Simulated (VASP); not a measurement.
# SiO2 (P-4m2) in VASP: relaxation of cell and atoms with PBE

Aim: the relaxation of cell and atoms of SiO2 with PBE.

Program: VASP 6.6.1. These are calculated values, not measurements. Logs are shortened: lines on timing, memory, paths and dates and some standing lists are left out, and cuts for length are marked.

## (1) The cell of the first run

Symmetry: P-4m2, No. 115, tetragonal system. The conventional cell has a = 6.911 Å, b = 6.911 Å, c = 6.419 Å, α = 90.00°, β = 90.00°, γ = 90.00°. Within 2.1 Å of Si (site symmetry m) lie 4 O at 1.59 to 1.62 Å. Within 2.1 Å of Si (site symmetry -4m2) lie 4 O at 1.61 Å. Within 2.1 Å of O (site symmetry m) lie 2 Si at 1.61 Å. O (site symmetry 2) has 2 Si at 1.62 Å within 2.2 Å. O (site symmetry 2mm) has 2 Si at 1.59 Å within 2.1 Å.

## (2) Relaxation of cell and atoms, PBE

File INCAR:

```
SYSTEM = SiO2
PREC = Accurate
ENCUT = 600
EDIFF = 1E-6
ISMEAR = -1
SIGMA = 0.02
LREAL = Auto
LASPH = .TRUE.
NELM = 60
ALGO = Normal
ISIF = 3
LWAVE = .FALSE.
LCHARG = .FALSE.
GGA = PE
IBRION = 2
NSW = 80
EDIFFG = -0.005
```

File KPOINTS:

```
Automatic mesh
0
G
  4 4 4
  0 0 0
```

File POSCAR:

```
SiO2
1.0
    6.9114199400      0.0000000000      0.0000000000
    0.0000000000      6.9114199400      0.0000000000
    0.0000000000      0.0000000000      6.4185143800
Si O
5 10
Direct
    0.2696323300      0.0000000000      0.1193693800
    0.0000000000      0.7303676700      0.8806306200
    0.0000000000      0.2696323300      0.8806306200
    0.7303676700      0.0000000000      0.1193693800
    0.0000000000      0.0000000000      0.5000000000
    0.1917093500      0.0000000000      0.3564256400
    0.0000000000      0.8082906500      0.6435743600
    0.0000000000      0.1917093500      0.6435743600
    0.8082906500      0.0000000000      0.3564256400
    0.1911206700      0.1911206700      0.0000000000
    0.1911206700      0.8088793300      0.0000000000
    0.8088793300      0.1911206700      0.0000000000
    0.8088793300      0.8088793300      0.0000000000
    0.5000000000      0.0000000000      0.1204995600
    0.0000000000      0.5000000000      0.8795004400
```

Potentials or basis: VASP PAW PBE potentials, release 64 (Si, O).

Started as:

```console
$ cat potpaw_PBE.64/Si/POTCAR potpaw_PBE.64/O/POTCAR > POTCAR
$ mpirun -np 1 vasp_std > vasp.out
```

OUTCAR:

```text
SYSTEM = SiO2
   PREC = Accurate
   ENCUT = 600
   EDIFF = 1E-6
   ISMEAR = -1
   LREAL = Auto
   LASPH = .TRUE.
   NELM = 60
   ISIF = 3
   GGA = PE
   IBRION = 2
   NSW = 80
   EDIFFG = -0.005

 ion  position               nearest neighbor table
   1  0.270  0.000  0.119-  14 1.59   6 1.61  11 1.62  10 1.62   2 3.05   3 3.05   5 3.07
   2  0.000  0.730  0.881-  15 1.59   7 1.61  13 1.62  11 1.62   1 3.05   4 3.05   5 3.07
   3  0.000  0.270  0.881-  15 1.59   8 1.61  12 1.62  10 1.62   1 3.05   4 3.05   5 3.07
   4  0.730  0.000  0.119-  14 1.59   9 1.61  13 1.62  12 1.62   2 3.05   3 3.05   5 3.07
   5  0.000  0.000  0.500-   6 1.61   7 1.61   8 1.61   9 1.61   1 3.07   2 3.07   3 3.07   4 3.07

   6  0.192  0.000  0.356-   5 1.61   1 1.61
   7  0.000  0.808  0.644-   5 1.61   2 1.61
   8  0.000  0.192  0.644-   5 1.61   3 1.61
   9  0.808  0.000  0.356-   5 1.61   4 1.61
  10  0.191  0.191  0.000-   1 1.62   3 1.62
  11  0.191  0.809  0.000-   1 1.62   2 1.62
  12  0.809  0.191  0.000-   3 1.62   4 1.62
  13  0.809  0.809  0.000-   2 1.62   4 1.62
  14  0.500  0.000  0.120-   1 1.59   4 1.59
  15  0.000  0.500  0.880-   2 1.59   3 1.59

  LATTYP: Found a simple tetragonal cell.
 ALAT       =     6.9114199400
 C/A-ratio  =     0.9286824467

  Lattice vectors:

 A1 = (   6.9114199400,   0.0000000000,   0.0000000000)
 A2 = (   0.0000000000,   6.9114199400,   0.0000000000)
 A3 = (   0.0000000000,   0.0000000000,   6.4185143800)

Analysis of symmetry for initial positions (statically):
=====================================================================
 Subroutine PRICEL returns:
 Original cell was already a primitive cell.

 Routine SETGRP: Setting up the symmetry group for a
 simple tetragonal supercell.

 Subroutine GETGRP returns: Found  8 space group operations
 (whereof  8 operations were pure point group operations)
 out of a pool of 16 trial point group operations.

The static configuration has the point symmetry D_2d.

Analysis of symmetry for dynamics (positions and initial velocities):
=====================================================================
 Subroutine PRICEL returns:
 Original cell was already a primitive cell.

 Routine SETGRP: Setting up the symmetry group for a
 simple tetragonal supercell.

 Subroutine GETGRP returns: Found  8 space group operations
 (whereof  8 operations were pure point group operations)
 out of a pool of 16 trial point group operations.

The dynamic configuration has the point symmetry D_2d.

 Subroutine INISYM returns: Found  8 space group operations
 (whereof  8 operations are pure point group operations),
 and found     1 'primitive' translations

----------------------------------------------------------------------------------------

                                     Primitive cell

  volume of cell :     306.5978

  direct lattice vectors                    reciprocal lattice vectors
     6.911419940  0.000000000  0.000000000     0.144688068  0.000000000  0.000000000
     0.000000000  6.911419940  0.000000000     0.000000000  0.144688068  0.000000000
     0.000000000  0.000000000  6.418514380     0.000000000  0.000000000  0.155799293

  length of vectors
     6.911419940  6.911419940  6.418514380     0.144688068  0.144688068  0.155799293

  position of ions in fractional coordinates (direct lattice)
     0.269632330  0.000000000  0.119369380
     0.000000000  0.730367670  0.880630620
     0.000000000  0.269632330  0.880630620
     0.730367670  0.000000000  0.119369380
     0.000000000  0.000000000  0.500000000
     0.191709350  0.000000000  0.356425640
     0.000000000  0.808290650  0.643574360
     0.000000000  0.191709350  0.643574360
     0.808290650  0.000000000  0.356425640
     0.191120670  0.191120670  0.000000000
     0.191120670  0.808879330  0.000000000
     0.808879330  0.191120670  0.000000000
     0.808879330  0.808879330  0.000000000
     0.500000000  0.000000000  0.120499560
     0.000000000  0.500000000  0.879500440

  ion indices of the primitive-cell ions
   primitive index   ion index
                 1           1
                 2           2
                 3           3
                 4           4
                 5           5
                 6           6
                 7           7
                 8           8
                 9           9
                10          10
                11          11
                12          12
                13          13
                14          14
                15          15

----------------------------------------------------------------------------------------

 KPOINTS: Automatic mesh

Automatic generation of k-mesh.
 Grid dimensions read from file:
 generate k-points for:    4    4    4

 Generating k-lattice:

  Cartesian coordinates                     Fractional coordinates (reciprocal lattice)
     0.036172017  0.000000000  0.000000000     0.250000000  0.000000000  0.000000000
     0.000000000  0.036172017  0.000000000     0.000000000  0.250000000  0.000000000
     0.000000000  0.000000000  0.038949823     0.000000000  0.000000000  0.250000000

  Length of vectors
     0.036172017  0.036172017  0.038949823

  Shift w.r.t. Gamma in fractional coordinates (k-lattice)
     0.000000000  0.000000000  0.000000000

 Subroutine IBZKPT returns following result:
 ===========================================

 Found     18 irreducible k-points:

 Following reciprocal coordinates:
            Coordinates               Weight
  0.000000  0.000000  0.000000      1.000000
  0.250000  0.000000  0.000000      4.000000
  0.500000  0.000000  0.000000      2.000000
  0.250000  0.250000  0.000000      4.000000
  0.500000  0.250000  0.000000      4.000000
  0.500000  0.500000  0.000000      1.000000
[... 10 lines left out ...]
  0.500000  0.250000  0.500000      4.000000
  0.500000  0.500000  0.500000      1.000000
   k-points           NKPTS =     18   k-points in BZ     NKDIM =     18   number of bands    NBANDS=     48
   number of dos      NEDOS =    301   number of ions     NIONS =     15
   total plane-waves  NPLWV = 169344
   dimension x,y,z NGX =    56 NGY =   56 NGZ =   54
   dimension x,y,z NGXF=   112 NGYF=  112 NGZF=  108
   ions per type =               5  10
   NGX,Y,Z   is equivalent  to a cutoff of  13.47, 13.47, 13.99 a.u.
   NGXF,Y,Z  is equivalent  to a cutoff of  26.94, 26.94, 27.97 a.u.
 SYSTEM =  SiO2
   PREC   = accura    normal or accurate (medium, high low for compatibility)
   ISTART =      0    job   : 0-new  1-cont  2-samecut
   ICHARG =      2    charge: 1-file 2-atom 10-const
   ISPIN  =      1    spin polarized calculation?
   LNONCOLLINEAR =      F non collinear calculations
   LSORBIT =      F    spin-orbit coupling
   LASPH  =      T    aspherical Exc in radial PAW
   ENCUT  =  600.0 eV  44.10 Ry    6.64 a.u.  13.80 13.80 12.82*2*pi/ulx,y,z
   NELM   =     60;   NELMIN=  2; NELMDL= -5     # of ELM steps
   EDIFF  = 0.1E-05   stopping-criterion for ELM
   LREAL  =      T    real-space projection
   EDIFFG = -.5E-02   stopping-criterion for IOM
   NSW    =     80    number of steps for IOM
   IBRION =      2    ionic relax: 0-MD 1-quasi-New 2-CG
   NFREE  =      1    steps in history (QN), initial steepest desc. (CG)
   ISIF   =      3    stress and relaxation
   ISYM   =      2    0-nonsym 1-usesym 2-fastsym
   POTIM  = 0.5000    time-step for ionic-motion
   TEBEG  =    0.0;   TEEND  =   0.0 temperature during run
   PSTRESS=    0.0 pullay stress
   NELECT =      80.0000    total number of electrons
   NUPDOWN=      -1.0000    fix difference up-down
   EMIN   =  10.00;   EMAX   =-10.00  energy-range for DOS
   EFERMI =   0.00;   METHOD = LEGACY
   ISMEAR =    -1;   SIGMA  =   0.02  broadening in eV -4-tet -1-fermi 0-gaus
   EFERMI_NEDOS =   21; number of points for ismear=-14 and -15
   IALGO  =     38    algorithm
   IMIX   =      4    mixing-type and parameters
     AMIX     =   0.40;   BMIX     =  1.00
     AMIX_MAG =   1.60;   BMIX_MAG =  1.00
  volume/ion in A,a.u.               =      20.44       137.93
  Fermi-wavevector in a.u.,A,eV,Ry     =   1.046121  1.976881 14.889788  1.094369
  Thomas-Fermi vector in A             =   2.180945
   LORBIT       =      0    0 simple, 1 ext, 2 COOP (PROOUT), +10 PAW based schemes
   GGA     = PE    functional components
   LHFCALC =     F    Hartree Fock is set to
   AEXX    =    0.0000 exact exchange contribution
   IVDW    =     0    specifies the selected vdW correction
   LEPSILON=     F    determine dielectric tensor
   LRPA    =     F    only Hartree local field effects (RPA)
 conjugate gradient relaxation of ions
 non-spin polarized calculation
  energy-cutoff  :      600.00
  volume of cell :      306.60
 maximum number of plane-waves:     10280
 NGX is ok and might be reduce to    56
   NGX = 27   NGY = 27   NGZ = 25

--------------------------------------- Ionic step        1  -------------------------------------------

 number of electron      80.0000011 magnetization

 Free energy of the ion-electron system (eV)
  ---------------------------------------------------
  ext. energy  EPLUGINS =         0.00000000
  ---------------------------------------------------
  free energy    TOTEN  =      -118.30772375 eV

  energy without entropy =     -118.30772375  energy(sigma->0) =     -118.30772375

------------------------ aborting loop because EDIFF is reached ----------------------------------------

  FORCE on cell =-STRESS in cart. coord.  units (eV):
  Direction    XX          YY          ZZ          XY          YZ          ZX
  --------------------------------------------------------------------------------------
  -------------------------------------------------------------------------------------
  Total        5.7331529      5.7331529      5.8106300      0.0000000     -0.0000000      0.0000000
  in kB       29.9595319     29.9595319     30.3644014      0.0000000     -0.0000000      0.0000000
  external PRESSURE =      30.0944884 kB  Pullay stress =       0.0000000 kB
[... 377 lines left out ...]
  energy  without entropy=     -118.3832043816  energy(sigma->0) =     -118.38320438

--------------------------------------- Ionic step        9  -------------------------------------------

 number of electron      80.0000019 magnetization

 Free energy of the ion-electron system (eV)
  ---------------------------------------------------
  ext. energy  EPLUGINS =         0.00000000
  ---------------------------------------------------
  free energy    TOTEN  =      -118.38320731 eV

  energy without entropy =     -118.38320731  energy(sigma->0) =     -118.38320731

 E-fermi :  -1.8125     XC(G=0):  -6.4406

 val. band max:       -2.2842206068   @ k =   0.5000   0.5000   0.0000
 cond. band min:       3.2330784991   @ k =   0.0000   0.0000   0.0000
 fundamental gap:      5.5172991058
 Fermi energy:        -1.8125105398

 k-point     1 :       0.0000    0.0000    0.0000
  band No.  band energies     occupation
      1     -21.7226      2.00000
      2     -20.6738      2.00000
      3     -20.5523      2.00000
      4     -20.5212      2.00000
      5     -20.5212      2.00000
      6     -19.8424      2.00000
[... 949 lines left out ...]
  FREE ENERGIE OF THE ION-ELECTRON SYSTEM (eV)
  ---------------------------------------------------
  free  energy   TOTEN  =      -118.3832073105 eV

  energy  without entropy=     -118.3832073105  energy(sigma->0) =     -118.38320731

 reached required accuracy - stopping structural energy minimisation
```

Run time: 18 min. Hardware: 1 thread of AMD EPYC 9R45 (Zen 5), shared host; peak memory 0.52 GiB.

Results:

| Quantity | Value |
| --- | --- |
| Free energy | -118.3832 eV |
| Relaxed volume | 20.90 Å³/atom |
| Relaxed cell | a = 6.961 Å, b = 6.961 Å, c = 6.469 Å, α = 90.00°, β = 90.00°, γ = 90.00° |
| Space group after relaxing (to 0.1 Å) | P-4m2 (No. 115) |
| Energy gained by relaxing | 5.0 meV/atom |
| Ionic steps | 9 |
| Pressure after relaxing | 0.0 GPa |
| Largest force after relaxing | 0.004 eV/Å |
| Band gap on the k mesh | 5.52 eV (least direct gap 5.56 eV) |

Forces on the atoms (eV/Å):
```
Si   0.000  0.000  0.000
Si   0.000  0.000  0.000
Si   0.000  0.000  0.000
Si   0.000  0.000  0.000
Si   0.000  0.000  0.000
O   -0.003  0.000  0.003
O    0.000  0.003 -0.003
O    0.000 -0.003 -0.003
O    0.003  0.000  0.003
O    0.000  0.000  0.000
O    0.000  0.000  0.000
O    0.000  0.000  0.000
O    0.000  0.000  0.000
O    0.000  0.000  0.003
O    0.000  0.000 -0.003
```

Step by step:
```
step  energy change (eV)  largest force (eV/Å)  pressure (GPa)  volume (Å³)
   1              0.0000                0.3994            3.01       306.60
   2              0.0737                0.4900           -3.85       323.95
   3             -0.0754                0.0098           -0.04       313.64
   4             -0.0754                0.0160            0.02       313.50
   5             -0.0754                0.0151            0.03       313.43
   6             -0.0754                0.0200            0.03       313.41
   7             -0.0755                0.0054            0.01       313.43
   8             -0.0755                0.0073            0.00       313.44
   9             -0.0755                0.0042            0.00       313.45
```

Final structure:
```yaml
crystal:
  lattice:
    - [6.96079, 0.00000, 0.00000]
    - [0.00000, 6.96079, 0.00000]
    - [0.00000, 0.00000, 6.46916]
  atoms:
    - { symbol: Si, position: [0.26942, 0.00000, 0.11934] }
    - { symbol: Si, position: [0.00000, 0.73058, 0.88066] }
    - { symbol: Si, position: [0.00000, 0.26942, 0.88066] }
    - { symbol: Si, position: [0.73058, 0.00000, 0.11934] }
    - { symbol: Si, position: [0.00000, 0.00000, 0.50000] }
    - { symbol: O, position: [0.19263, 0.00000, 0.35713] }
    - { symbol: O, position: [0.00000, 0.80737, 0.64287] }
    - { symbol: O, position: [0.00000, 0.19263, 0.64287] }
    - { symbol: O, position: [0.80737, 0.00000, 0.35713] }
    - { symbol: O, position: [0.19206, 0.19206, 0.00000] }
    - { symbol: O, position: [0.19206, 0.80794, 0.00000] }
    - { symbol: O, position: [0.80794, 0.19206, 0.00000] }
    - { symbol: O, position: [0.80794, 0.80794, 0.00000] }
    - { symbol: O, position: [0.50000, 0.00000, 0.12057] }
    - { symbol: O, position: [0.00000, 0.50000, 0.87943] }
```

A k mesh can miss the band edges.
